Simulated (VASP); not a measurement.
# Ba4Er (R3m) in VASP: relaxation of cell and atoms with PBE

Aim: the relaxation of cell and atoms of Ba4Er with PBE.

Program: VASP 6.6.1. These are calculated values, not measurements. Logs are shortened: lines on timing, memory, paths and dates and some standing lists are left out, and cuts for length are marked.

## (1) The cell of the first run

It takes space group R3m (No. 160, trigonal). The conventional cell has a = 7.463 Å, b = 7.463 Å, c = 11.979 Å, α = 90.00°, β = 90.00°, γ = 120.00°. Ba (site symmetry m) has 3 Ba at 2.57 to 3.12 Å within 3.4 Å. Within 3.4 Å of Ba (site symmetry 3m) lie 1 Er at 2.54 Å and 3 Ba at 3.12 Å. Within 3.4 Å of Er (site symmetry 3m) lie 1 Ba at 2.54 Å.

The cell was generated, and may not be a known phase.

## (2) Relaxation of cell and atoms, PBE

INCAR reads:

```
SYSTEM = Ba4Er
PREC = Accurate ; ENCUT = 500
EDIFF = 1E-7 ; ISMEAR = 0
SIGMA = 0.2 ; LREAL = .False.
LASPH = .True. ; NELM = 200
ALGO = Normal ; ISIF = 3
LWAVE = .False. ; LCHARG = .False.
GGA = PE ; IBRION = 2
NSW = 36 ; EDIFFG = -0.08
GGA_COMPAT = .False. ; NELMIN = 4
LMAXMIX = 6
```

KPOINTS reads:

```
regular mesh
0
Gamma
  3 3 3
  0 0 0
```

POSCAR reads:

```
Ba4Er
1.0
    3.7317256900      2.1545128300      3.9929086200
   -3.7317256900      2.1545128300      3.9929086200
    0.0000000000     -4.3090256700      3.9929086200
Ba Er
4 1
Direct
    0.5243598100      0.8689519100      0.5243598100
    0.5243598100      0.5243598100      0.8689519100
    0.8689519100      0.5243598100      0.5243598100
    0.1948055600      0.1948055600      0.1948055600
    0.9828379100      0.9828379100      0.9828379100
```

Potentials or basis: VASP PAW PBE potentials, release 64 (Ba_sv, Er_3), 4f in core.

The run is started by

```
cat potpaw_PBE.64/Ba_sv/POTCAR potpaw_PBE.64/Er_3/POTCAR > POTCAR
mpirun -np 1 vasp_std > vasp.out
```

OUTCAR:

```text
SYSTEM = Ba4Er
   PREC = Accurate
   ENCUT = 500
   EDIFF = 1E-7
   ISMEAR = 0
   LREAL = .False.
   LASPH = .True.
   NELM = 200
   ISIF = 3
   GGA = PE
   IBRION = 2
   NSW = 36
   EDIFFG = -0.08
   NELMIN = 4

 ion  position               nearest neighbor table
   1  0.524  0.869  0.524-   3 2.57   2 2.57   4 3.12   5 3.79   5 3.79   4 4.63   4 4.63   3 4.68
                             3 4.68   2 4.68   2 4.68
   2  0.524  0.524  0.869-   1 2.57   3 2.57   4 3.12   5 3.79   5 3.79   4 4.63   4 4.63   3 4.68
                             1 4.68   3 4.68   1 4.68
   3  0.869  0.524  0.524-   1 2.57   2 2.57   4 3.12   5 3.79   5 3.79   4 4.63   4 4.63   1 4.68
                             1 4.68   2 4.68   2 4.68
   4  0.195  0.195  0.195-   5 2.54   2 3.12   3 3.12   1 3.12   2 4.63   2 4.63   1 4.63   3 4.63
                             1 4.63   3 4.63
   5  0.983  0.983  0.983-   4 2.54   2 3.79   2 3.79   3 3.79   1 3.79   3 3.79   1 3.79

  LATTYP: Found a trigonal (rhomboedric) cell.
 ALAT       =     5.8746081918
 COS(alpha) =     0.1929664173

  Lattice vectors:

 A1 = (   3.7317256900,   2.1545128300,   3.9929086200)
 A2 = (  -3.7317256900,   2.1545128300,   3.9929086200)
 A3 = (   0.0000000000,  -4.3090256700,   3.9929086200)

Analysis of symmetry for initial positions (statically):
=====================================================================
 Subroutine PRICEL returns:
 Original cell was already a primitive cell.

 Routine SETGRP: Setting up the symmetry group for a
 trigonal (rhombohedral) supercell.

 Subroutine GETGRP returns: Found  6 space group operations
 (whereof  6 operations were pure point group operations)
 out of a pool of 12 trial point group operations.

The static configuration has the point symmetry C_3v.

Analysis of symmetry for dynamics (positions and initial velocities):
=====================================================================
 Subroutine PRICEL returns:
 Original cell was already a primitive cell.

 Routine SETGRP: Setting up the symmetry group for a
 trigonal (rhombohedral) supercell.

 Subroutine GETGRP returns: Found  6 space group operations
 (whereof  6 operations were pure point group operations)
 out of a pool of 12 trial point group operations.

The dynamic configuration has the point symmetry C_3v.

 Subroutine INISYM returns: Found  6 space group operations
 (whereof  6 operations are pure point group operations),
 and found     1 'primitive' translations

----------------------------------------------------------------------------------------

                                     Primitive cell

  volume of cell :     192.6191

  direct lattice vectors                    reciprocal lattice vectors
     3.731725690  2.154512830  3.992908620     0.133986268  0.077357008  0.083481333
[... 76 lines left out ...]
   NSW    =     36    number of steps for IOM
   IBRION =      2    ionic relax: 0-MD 1-quasi-New 2-CG
   NFREE  =      1    steps in history (QN), initial steepest desc. (CG)
   ISIF   =      3    stress and relaxation
   ISYM   =      2    0-nonsym 1-usesym 2-fastsym
   POTIM  = 0.5000    time-step for ionic-motion
   TEBEG  =    0.0;   TEEND  =   0.0 temperature during run
   PSTRESS=    0.0 pullay stress
   NELECT =      49.0000    total number of electrons
   NUPDOWN=      -1.0000    fix difference up-down
   EMIN   =  10.00;   EMAX   =-10.00  energy-range for DOS
   EFERMI =   0.00;   METHOD = LEGACY
   ISMEAR =     0;   SIGMA  =   0.20  broadening in eV -4-tet -1-fermi 0-gaus
   EFERMI_NEDOS =   21; number of points for ismear=-14 and -15
   IALGO  =     38    algorithm
   IMIX   =      4    mixing-type and parameters
     AMIX     =   0.40;   BMIX     =  1.00
     AMIX_MAG =   1.60;   BMIX_MAG =  1.00
  volume/ion in A,a.u.               =      38.52       259.97
  Fermi-wavevector in a.u.,A,eV,Ry     =   1.037306  1.960225 14.639931  1.076005
  Thomas-Fermi vector in A             =   2.171738
   LORBIT       =      0    0 simple, 1 ext, 2 COOP (PROOUT), +10 PAW based schemes
   GGA     = PE    functional components
   LHFCALC =     F    Hartree Fock is set to
   AEXX    =    0.0000 exact exchange contribution
   IVDW    =     0    specifies the selected vdW correction
   LEPSILON=     F    determine dielectric tensor
   LRPA    =     F    only Hartree local field effects (RPA)
 conjugate gradient relaxation of ions
 non-spin polarized calculation
 Gauss-broadening in eV      SIGMA  =   0.20
  energy-cutoff  :      500.00
  volume of cell :      192.62
 maximum number of plane-waves:      4895
 NGX is ok and might be reduce to    48
   NGX = 21   NGY = 21   NGZ = 21

--------------------------------------- Ionic step        1  -------------------------------------------

 number of electron      48.9999998 magnetization

 Free energy of the ion-electron system (eV)
  ---------------------------------------------------
  ext. energy  EPLUGINS =         0.00000000
  ---------------------------------------------------
  free energy    TOTEN  =        -0.76999782 eV

  energy without entropy =       -0.58838099  energy(sigma->0) =       -0.67918941

 E-fermi :   2.7886     XC(G=0):  -8.9014

 val. band max:        2.7608236981   @ k =  -0.3333   0.3333   0.0000
 cond. band min:       2.8898812429   @ k =   0.3333   0.3333   0.3333
 fundamental gap:      0.1290575448
 Fermi energy:         2.7886181119

 k-point     1 :       0.0000    0.0000    0.0000
  band No.  band energies     occupation
      1     -27.3271      2.00000
      2     -25.6856      2.00000
      3     -24.9100      2.00000
      4     -24.9100      2.00000
      5     -22.4595      2.00000
      6     -22.3181      2.00000
[... 291 lines left out ...]
  FREE ENERGIE OF THE ION-ELECTRON SYSTEM (eV)
  ---------------------------------------------------
  free  energy   TOTEN  =        -7.9440308771 eV

  energy  without entropy=       -7.7697489990  energy(sigma->0) =       -7.85688994

[... ionic steps 4 to 32 ...]

--------------------------------------- Ionic step       33  -------------------------------------------

 number of electron      48.9999997 magnetization

------------------------ aborting loop because EDIFF is reached ----------------------------------------
[... 73 lines left out ...]
--------------------------------------- Ionic step       35  -------------------------------------------

 number of electron      48.9999996 magnetization

 Free energy of the ion-electron system (eV)
  ---------------------------------------------------
  ext. energy  EPLUGINS =         0.00000000
  ---------------------------------------------------
  free energy    TOTEN  =       -10.49818665 eV

  energy without entropy =      -10.33208083  energy(sigma->0) =      -10.41513374

 E-fermi :   1.6517     XC(G=0):  -7.6175

 val. band max:        1.5972501507   @ k =   0.3333   0.3333  -0.0000
 cond. band min:       1.6962511872   @ k =  -0.3333   0.3333   0.0000
 fundamental gap:      0.0990010366
 Fermi energy:         1.6517024922

 k-point     1 :       0.0000    0.0000    0.0000
  band No.  band energies     occupation
      1     -27.0521      2.00000
      2     -26.9731      2.00000
      3     -26.9731      2.00000
      4     -26.9608      2.00000
      5     -24.4587      2.00000
      6     -24.4587      2.00000
[... 213 lines left out ...]
  FREE ENERGIE OF THE ION-ELECTRON SYSTEM (eV)
  ---------------------------------------------------
  free  energy   TOTEN  =       -10.4981866481 eV

  energy  without entropy=      -10.3320808327  energy(sigma->0) =      -10.41513374

 reached required accuracy - stopping structural energy minimisation
```

OSZICAR:

```text
N       E                     dE             d eps       ncg     rms          rms(c)
DAV:   1     0.437885120061E+03    0.43789E+03   -0.21155E+04   527   0.148E+03
DAV:   2     0.249726423600E+02   -0.41291E+03   -0.40650E+03   664   0.397E+02
DAV:   3    -0.172356621585E+01   -0.26696E+02   -0.25718E+02   552   0.990E+01
[... 469 lines left out ...]
DAV:   7    -0.104981862962E+02    0.15750E-05   -0.76968E-06   509   0.109E-02    0.276E-03
DAV:   8    -0.104981861342E+02    0.16204E-06   -0.90114E-07   398   0.550E-03    0.111E-03
DAV:   9    -0.104981863439E+02   -0.20977E-06   -0.97077E-08   239   0.313E-03    0.435E-04
DAV:  10    -0.104981866136E+02   -0.26966E-06   -0.44199E-08   239   0.321E-03    0.153E-04
DAV:  11    -0.104981866481E+02   -0.34560E-07   -0.21371E-08   229   0.243E-03
  35 F= -.10498187E+02 E0= -.10415134E+02  d E =-.288772E-02
```

CONTCAR:

```text
Ba4Er
   1.00000000000000
     4.0727299052407355    2.3513917036351941    5.0176932281184232
    -4.0727299052407355    2.3513917036351941    5.0176932281184232
     0.0000000000000000   -4.7027834221457834    5.0176932302602415
  Ba              Er
     4     1
Direct
     0.5224078247559033    0.0159314781001510    0.5224078247526274
     0.5224078247454889    0.5224078247454889    0.0159314781155059
     0.0159314781001510    0.5224078247559033    0.5224078247526274
     0.1374116333905597    0.1374116333905597    0.1374116333782411
     0.8971562390078970    0.8971562390078970    0.8971562390009977

  0.00000000E+00  0.00000000E+00  0.00000000E+00
  0.00000000E+00  0.00000000E+00  0.00000000E+00
  0.00000000E+00  0.00000000E+00  0.00000000E+00
  0.00000000E+00  0.00000000E+00  0.00000000E+00
  0.00000000E+00  0.00000000E+00  0.00000000E+00
```

It took 20 min on 1 thread of Intel Xeon Platinum 8488C (Sapphire Rapids), shared host; peak memory 0.36 GiB.

What came out:

* Free energy: -10.4982 eV
* Relaxed volume: 57.66 Å³/atom
* Relaxed cell: a = 6.877 Å, b = 6.877 Å, c = 6.877 Å, α = 72.63°, β = 72.63°, γ = 72.63°
* Space group after relaxing (to 0.1 Å): R3m (No. 160)
* Energy gained by relaxing: 1945.6 meV/atom
* Ionic steps: 35
* Pressure after relaxing: 0.0 GPa
* Largest force after relaxing: 0.030 eV/Å
* Band gap on the k mesh: zero (an odd number of electrons rules out a gap without spin polarisation)

Forces in eV/Å, atoms in the order of the input:
```
Ba   0.012 -0.007  0.017
Ba   0.000  0.014  0.017
Ba  -0.012 -0.007  0.017
Ba   0.000  0.000 -0.023
Er   0.000  0.000 -0.030
```

Step by step:
```csv
step,energy change (eV),largest force (eV/Å),pressure (GPa),volume (Å³)
1,0.0000,12.1055,19.48,192.62
2,-6.7271,1.1432,-1.22,351.25
3,-7.1740,1.5712,0.95,266.18
4,-7.2643,1.1115,-0.18,296.98
5,-7.2816,1.1999,0.04,289.93
6,-7.5219,1.3926,-0.22,291.85
7,-7.8649,2.0806,-0.32,295.86
8,-8.0490,1.5699,-0.35,294.57
9,-8.3053,0.2386,-0.02,290.61
10,-8.3061,0.1503,0.01,290.36
11,-8.3338,0.1401,-0.06,290.65
12,-8.3559,0.3788,-0.15,290.96
13,-8.3738,0.4122,-0.06,288.31
14,-8.4241,0.5035,0.25,280.31
15,-8.4995,0.6209,1.02,264.10
16,-8.4346,1.0126,3.25,231.15
17,-8.5157,0.7094,2.09,247.07
18,-8.5183,0.7149,2.10,246.89
19,-8.5262,0.7318,2.14,246.36
20,-8.5421,0.7662,2.23,245.28
21,-8.5739,0.8375,2.39,243.08
22,-8.6359,0.9882,2.72,238.51
23,-8.6968,1.2895,3.36,228.76
24,-8.8060,1.3024,3.20,230.08
25,-8.9239,1.2410,2.80,233.32
26,-9.0717,1.1233,2.41,238.95
27,-9.4155,0.8048,1.41,256.38
28,-9.6966,0.2503,-0.16,293.56
29,-9.6975,0.2285,-0.22,295.45
30,-9.7058,0.1951,-0.17,293.80
31,-9.7221,0.1352,-0.03,288.87
32,-9.7131,0.1219,0.31,279.18
33,-9.7253,0.1139,0.08,285.56
34,-9.7271,0.0832,0.04,286.54
35,-9.7282,0.0296,-0.02,288.31
```

Final structure:
```cif
data_structure
_symmetry_space_group_name_H-M 'P 1'
_symmetry_Int_Tables_number 1
_cell_length_a 6.8770
_cell_length_b 6.8770
_cell_length_c 6.8770
_cell_angle_alpha 72.630
_cell_angle_beta 72.630
_cell_angle_gamma 72.630
_cell_volume 288.31
loop_
_atom_site_label
_atom_site_type_symbol
_atom_site_fract_x
_atom_site_fract_y
_atom_site_fract_z
_atom_site_occupancy
Ba1 Ba 0.52241 0.01593 0.52241 1
Ba2 Ba 0.52241 0.52241 0.01593 1
Ba3 Ba 0.01593 0.52241 0.52241 1
Ba4 Ba 0.13741 0.13741 0.13741 1
Er1 Er 0.89716 0.89716 0.89716 1
```

Caveat: the k points lie up to 0.33 Å⁻¹ apart in the final cell, too coarse for converged energies and pressures of a metal; the volume moved by over 15 % at a fixed basis, so the end points are rough; spin-orbit coupling is left out, which moves the levels of the heavy elements; the 4f electrons are frozen in the core, so they carry no moment and show no levels. Spin polarisation is off, so any magnetic state and its effect on volume and gap are missing.

The gap in the log of VASP goes by the Fermi energy; the results here count the filled bands.